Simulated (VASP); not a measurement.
# Au (P6/mmm) in VASP: further runs, part 2 of 2

VASP 6.6.1.

## 3. Single point, PBEsol

This run uses another cell than the first one, of 21.08 Å³/atom.

Input file INCAR:

```
SYSTEM = Au
  PREC = Accurate
  ENCUT = 520
  EDIFF = 1E-6
  ISMEAR = 0
  SIGMA = 0.1
  LREAL = .FALSE.
  LASPH = .TRUE.
  NELM = 80
  ALGO = Normal
  ISIF = 2
  LWAVE = .FALSE.
  LCHARG = .TRUE.
  GGA = PS
  LELF = .TRUE.
  LVHAR = .TRUE.
  NBANDS = 24
```

Input file KPOINTS:

```
Automatic mesh
0
G
  6 6 6
  0 0 0
```

Input file POSCAR:

```
Au
1.0
    4.9204593072      0.0000000000      0.0000000000
   -2.4602296536      4.2612427583      0.0000000000
    0.0000000000      0.0000000000      3.0164554883
Au
3
Direct
    0.0000000000      0.0000000000      0.0000000000
    0.3333333333      0.6666666667      0.5000000000
    0.6666666667      0.3333333333      0.5000000000
```

Potentials or basis: VASP PAW PBE potentials, release 64 (Au).

Run with:

```console
$ cat potpaw_PBE.64/Au/POTCAR > POTCAR
$ mpirun -np 1 vasp_std > vasp.out
```

OUTCAR:

```text
SYSTEM = Au
   PREC = Accurate
   ENCUT = 520
   EDIFF = 1E-6
   ISMEAR = 0
   LREAL = .FALSE.
   LASPH = .TRUE.
   NELM = 80
   ISIF = 2
   GGA = PS

 ion  position               nearest neighbor table
   1  0.000  0.000  0.000-   2 3.22   3 3.22   2 3.22   3 3.22   2 3.22   2 3.22   3 3.22   3 3.22
                             3 3.22   3 3.22   2 3.22   2 3.22
   2  0.333  0.667  0.500-   3 2.84   3 2.84   3 2.84   1 3.22   1 3.22   1 3.22   1 3.22   1 3.22
                             1 3.22
   3  0.667  0.333  0.500-   2 2.84   2 2.84   2 2.84   1 3.22   1 3.22   1 3.22   1 3.22   1 3.22
                             1 3.22

  LATTYP: Found a hexagonal cell.
 ALAT       =     4.9204593072
 C/A-ratio  =     0.6130434783

  Lattice vectors:

 A1 = (   4.9204593072,   0.0000000000,   0.0000000000)
 A2 = (  -2.4602296536,   4.2612427583,   0.0000000000)
 A3 = (   0.0000000000,   0.0000000000,   3.0164554883)

Analysis of symmetry for initial positions (statically):
=====================================================================
 Subroutine PRICEL returns:
 Original cell was already a primitive cell.

 Routine SETGRP: Setting up the symmetry group for a
 hexagonal supercell.

 Subroutine GETGRP returns: Found 24 space group operations
 (whereof 24 operations were pure point group operations)
 out of a pool of 24 trial point group operations.

The static configuration has the point symmetry D_6h.

Analysis of symmetry for dynamics (positions and initial velocities):
=====================================================================
 Subroutine PRICEL returns:
 Original cell was already a primitive cell.

 Routine SETGRP: Setting up the symmetry group for a
 hexagonal supercell.

 Subroutine GETGRP returns: Found 24 space group operations
 (whereof 24 operations were pure point group operations)
 out of a pool of 24 trial point group operations.

The dynamic configuration has the point symmetry D_6h.

 Subroutine INISYM returns: Found 24 space group operations
 (whereof 24 operations are pure point group operations),
 and found     1 'primitive' translations

----------------------------------------------------------------------------------------

                                     Primitive cell

  volume of cell :      63.2468

  direct lattice vectors                    reciprocal lattice vectors
     4.920459307  0.000000000  0.000000000     0.203233060  0.117336662  0.000000000
    -2.460229654  4.261242758  0.000000000     0.000000000  0.234673323  0.000000000
     0.000000000  0.000000000  3.016455488     0.000000000  0.000000000  0.331514920

  length of vectors
     4.920459307  4.920459307  3.016455488     0.234673323  0.234673323  0.331514920

  position of ions in fractional coordinates (direct lattice)
     0.000000000  0.000000000  0.000000000
     0.333333333  0.666666667  0.500000000
     0.666666667  0.333333333  0.500000000

  ion indices of the primitive-cell ions
   primitive index   ion index
                 1           1
                 2           2
                 3           3

----------------------------------------------------------------------------------------

 KPOINTS: Automatic mesh

Automatic generation of k-mesh.
 Grid dimensions read from file:
 generate k-points for:    6    6    6

 Generating k-lattice:

  Cartesian coordinates                     Fractional coordinates (reciprocal lattice)
     0.033872177  0.019556110  0.000000000     0.166666667  0.000000000  0.000000000
     0.000000000  0.039112221  0.000000000     0.000000000  0.166666667  0.000000000
     0.000000000  0.000000000  0.055252487     0.000000000  0.000000000  0.166666667

  Length of vectors
     0.039112221  0.039112221  0.055252487

  Shift w.r.t. Gamma in fractional coordinates (k-lattice)
     0.000000000  0.000000000  0.000000000

 Subroutine IBZKPT returns following result:
 ===========================================

 Found     28 irreducible k-points:

 Following reciprocal coordinates:
            Coordinates               Weight
  0.000000  0.000000  0.000000      1.000000
  0.166667  0.000000  0.000000      6.000000
  0.333333  0.000000  0.000000      6.000000
  0.500000  0.000000  0.000000      3.000000
  0.166667  0.166667  0.000000      6.000000
  0.333333  0.166667  0.000000     12.000000
[... 16 lines left out ...]
  0.166667  0.000000  0.500000      6.000000
  0.333333  0.000000  0.500000      6.000000
 [... further k-points ...]
   k-points           NKPTS =     28   k-points in BZ     NKDIM =     28   number of bands    NBANDS=     24
   number of dos      NEDOS =    301   number of ions     NIONS =      3
   total plane-waves  NPLWV =  38400
   dimension x,y,z NGX =    40 NGY =   40 NGZ =   24
   dimension x,y,z NGXF=    80 NGYF=   80 NGZF=   48
   ions per type =               3
   NGX,Y,Z   is equivalent  to a cutoff of  13.51, 13.51, 13.23 a.u.
   NGXF,Y,Z  is equivalent  to a cutoff of  27.03, 27.03, 26.45 a.u.
 SYSTEM =  Au
   PREC   = accura    normal or accurate (medium, high low for compatibility)
   ISTART =      0    job   : 0-new  1-cont  2-samecut
   ICHARG =      2    charge: 1-file 2-atom 10-const
   ISPIN  =      1    spin polarized calculation?
   LNONCOLLINEAR =      F non collinear calculations
   LSORBIT =      F    spin-orbit coupling
   LASPH  =      T    aspherical Exc in radial PAW
   ENCUT  =  520.0 eV  38.22 Ry    6.18 a.u.   9.15  9.15  5.61*2*pi/ulx,y,z
   NELM   =     80;   NELMIN=  2; NELMDL= -5     # of ELM steps
   EDIFF  = 0.1E-05   stopping-criterion for ELM
   LREAL  =      F    real-space projection
   EDIFFG = 0.1E-04   stopping-criterion for IOM
   NSW    =      0    number of steps for IOM
   IBRION =     -1    ionic relax: 0-MD 1-quasi-New 2-CG
   NFREE  =      0    steps in history (QN), initial steepest desc. (CG)
   ISIF   =      2    stress and relaxation
   ISYM   =      2    0-nonsym 1-usesym 2-fastsym
   POTIM  = 0.5000    time-step for ionic-motion
   TEBEG  =    0.0;   TEEND  =   0.0 temperature during run
   PSTRESS=    0.0 pullay stress
   NELECT =      33.0000    total number of electrons
   NUPDOWN=      -1.0000    fix difference up-down
   EMIN   =  10.00;   EMAX   =-10.00  energy-range for DOS
   EFERMI =   0.00;   METHOD = LEGACY
   ISMEAR =     0;   SIGMA  =   0.10  broadening in eV -4-tet -1-fermi 0-gaus
   EFERMI_NEDOS =   21; number of points for ismear=-14 and -15
   IALGO  =     38    algorithm
   IMIX   =      4    mixing-type and parameters
     AMIX     =   0.40;   BMIX     =  1.00
     AMIX_MAG =   1.60;   BMIX_MAG =  1.00
  volume/ion in A,a.u.               =      21.08       142.27
  Fermi-wavevector in a.u.,A,eV,Ry     =   1.317953  2.490570 23.633315  1.737000
  Thomas-Fermi vector in A             =   2.447957
   LORBIT       =      0    0 simple, 1 ext, 2 COOP (PROOUT), +10 PAW based schemes
   GGA     = PS    functional components
   LHFCALC =     F    Hartree Fock is set to
   AEXX    =    0.0000 exact exchange contribution
   IVDW    =     0    specifies the selected vdW correction
   LEPSILON=     F    determine dielectric tensor
   LRPA    =     F    only Hartree local field effects (RPA)
 non-spin polarized calculation
 Gauss-broadening in eV      SIGMA  =   0.10
  energy-cutoff  :      520.00
  volume of cell :       63.25
 maximum number of plane-waves:      1731
 NGX is ok and might be reduce to    40
   NGX = 19   NGY = 19   NGZ = 11

 number of electron      33.0000004 magnetization

 Free energy of the ion-electron system (eV)
  ---------------------------------------------------
  ext. energy  EPLUGINS =         0.00000000
  ---------------------------------------------------
  free energy    TOTEN  =       -10.66724676 eV

  energy without entropy =      -10.65419996  energy(sigma->0) =      -10.66072336

 E-fermi :   6.1384     XC(G=0): -11.6453

 val. band max:        6.1322264119   @ k =   0.3333   0.1667   0.1667
 cond. band min:       6.1486879759   @ k =   0.1667   0.0000   0.5000
 fundamental gap:      0.0164615640
 Fermi energy:         6.1383949649

 k-point     1 :       0.0000    0.0000    0.0000
  band No.  band energies     occupation
      1      -1.7635      2.00000
      2       0.8622      2.00000
      3       1.8252      2.00000
      4       2.1698      2.00000
      5       2.1698      2.00000
      6       2.1905      2.00000
[... 637 lines left out ...]
     23      14.3634      0.00000
     24      17.7374      0.00000

 [... further k-points ...]

------------------------ aborting loop because EDIFF is reached ----------------------------------------

  FORCE on cell =-STRESS in cart. coord.  units (eV):
  Direction    XX          YY          ZZ          XY          YZ          ZX
  --------------------------------------------------------------------------------------
  -------------------------------------------------------------------------------------
  Total       -6.5647504     -6.5647504     -8.0858202      0.0000000      0.0000000      0.0000000
  in kB     -166.2991224   -166.2991224   -204.8310631      0.0000000      0.0000000      0.0000000
  external PRESSURE =    -179.1431026 kB  Pullay stress =       0.0000000 kB

 VOLUME and BASIS-vectors are now :
 -----------------------------------------------------------------------------
  energy-cutoff  :      520.00
  volume of cell :       63.25
      direct lattice vectors                 reciprocal lattice vectors
     4.920459307  0.000000000  0.000000000     0.203233060  0.117336662  0.000000000
    -2.460229654  4.261242758  0.000000000     0.000000000  0.234673323  0.000000000
     0.000000000  0.000000000  3.016455488     0.000000000  0.000000000  0.331514920

 POSITION                                       TOTAL-FORCE (eV/Angst)
 -----------------------------------------------------------------------------------
      0.00000      0.00000      0.00000         0.000000      0.000000      0.000000
     -0.00000      2.84083      1.50823         0.000000     -0.000000      0.000000
      2.46023      1.42041      1.50823        -0.000000      0.000000      0.000000
 -----------------------------------------------------------------------------------
    total drift:                                0.000000     -0.000000      0.000000

  FREE ENERGIE OF THE ION-ELECTRON SYSTEM (eV)
  ---------------------------------------------------
  free  energy   TOTEN  =       -10.6672467575 eV

  energy  without entropy=      -10.6541999578  energy(sigma->0) =      -10.66072336
```

OSZICAR:

```text
N       E                     dE             d eps       ncg     rms          rms(c)
DAV:   1     0.192074280986E+03    0.19207E+03   -0.16039E+04  1352   0.126E+03
DAV:   2    -0.789332667362E+01   -0.19997E+03   -0.18419E+03  1528   0.279E+02
DAV:   3    -0.115770945650E+02   -0.36838E+01   -0.36365E+01  1520   0.387E+01
DAV:   4    -0.115973353949E+02   -0.20241E-01   -0.20239E-01  1592   0.309E+00
DAV:   5    -0.115975551144E+02   -0.21972E-03   -0.21972E-03  1656   0.349E-01    0.922E+00
DAV:   6    -0.106992273275E+02    0.89833E+00   -0.23702E+00  1440   0.115E+01    0.651E+00
DAV:   7    -0.106728679030E+02    0.26359E-01   -0.65962E-02  1576   0.188E+00    0.384E+00
DAV:   8    -0.106674870837E+02    0.53808E-02   -0.38174E-03  1488   0.759E-01    0.250E-01
DAV:   9    -0.106672259811E+02    0.26110E-03   -0.59447E-04  1600   0.448E-01    0.811E-02
DAV:  10    -0.106672411576E+02   -0.15176E-04   -0.58923E-05  1552   0.503E-02    0.388E-02
DAV:  11    -0.106672465847E+02   -0.54271E-05   -0.35945E-06  1624   0.235E-02    0.470E-03
DAV:  12    -0.106672467575E+02   -0.17282E-06   -0.46512E-07   960   0.118E-02
   1 F= -.10667247E+02 E0= -.10660723E+02  d E =-.130468E-01
```

Run time: 43 s. Hardware: 1 thread of Intel Xeon 8259CL, shared host; peak memory 0.2 GiB.

Results:

```
Free energy            : -10.6672 eV
Pressure               : -17.9 GPa
Band gap on the k mesh : zero (an odd number of electrons rules out a gap without spin polarisation)
```

Stress tensor (GPa, compression positive):
```
-16.63   0.00   0.00
  0.00 -16.63   0.00
  0.00   0.00 -20.48
```

Caveat: the cell stands under tension; the PAW data sets were made with another functional, which shifts forces and pressure a little; spin-orbit coupling is left out, which moves the levels of the heavy elements.

The gap in the log of VASP goes by the Fermi energy; the results here count the filled bands.